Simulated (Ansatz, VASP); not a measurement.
One calculation of GaP, two programs

```
Ga P
1.0
     0.00000    2.69566    2.69566
     2.69566    0.00000    2.69566
     2.69566    2.69566    0.00000
Ga P
1 1
Direct
  0.00000 0.00000 0.00000
  0.25000 0.25000 0.25000
```

Alike in both runs: functional LDA; k mesh 8 × 8 × 8; occupations gaussian, width 0.02 eV; no spin polarisation.

Ansatz relaxed the structure, and its values are those at the end. VASP's run is a single point on that final structure, the one shown.

|  | VASP | Ansatz |
| --- | --- | --- |
| version | VASP 6.6.1 | Ansatz 0.2.0 |
| potentials or method | VASP PAW LDA potentials, release 64 (Ga_d, P), cutoff 500 eV | scalar-relativistic, plane waves, PAW |
| valence electrons in the cell | 18 | 18 |

```tsv
	VASP	Ansatz	Ansatz less VASP
gap on the k mesh at the Fermi level (eV)	1.43	1.43	+0.001
least direct gap on the mesh (eV)	1.91	1.88	-0.029
pressure (GPa)	0.1	0.0	-0.08
```

LDA's correlation is that of Perdew and Zunger in VASP and of Perdew and Wang (1992) in Ansatz.
